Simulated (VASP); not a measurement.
Write the native input for VASP 6.6.1 that does the following.

```
Task                   : single point
Functional             : PBEsol
Potentials or basis    : VASP PAW PBE potentials, release 64 (Au)
Cutoff                 : 520 eV
k mesh                 : 22 × 22 × 22
Occupations            : gaussian, width 0.15 eV
Spin                   : no spin polarisation
Dipole correction      : no
Further INCAR settings : ALGO = Fast; EDIFF = 1e-07; NBANDS = 12
```

The structure of Au lies in POSCAR:

```
Au
1.0
    0.0000000000      2.0455000000      2.0455000000
    2.0455000000      0.0000000000      2.0455000000
    2.0455000000      2.0455000000      0.0000000000
Au
1
Direct
    0.0000000000      0.0000000000      0.0000000000
```

These files were run (other wordings do the same):

INCAR

```
  ALGO = Fast
  EDIFF = 1E-7
  ENCUT = 520
  GGA = PS
  ISIF = 2
  ISMEAR = 0
  LASPH = T
  LCHARG = F
  LREAL = F
  LWAVE = F
  NBANDS = 12
  NELM = 80
  PREC = Accurate
  SIGMA = 0.15
```

KPOINTS

```
k-points
0
Gamma
  22 22 22
```

Potentials or basis: VASP PAW PBE potentials, release 64 (Au).

Command:

```bash
$ cat potpaw_PBE.64/Au/POTCAR > POTCAR
$ mpirun -np 1 vasp_std > vasp.out
```

It gave:

```json
{
 "Pressure": "-1.3 GPa"
}
```

Caveat: the PAW data sets were made with another functional, which shifts forces and pressure a little.

Wall time 73 s on 1 thread of AMD EPYC 9R45 (Zen 5) (shared host), peak memory 0.16 GiB.
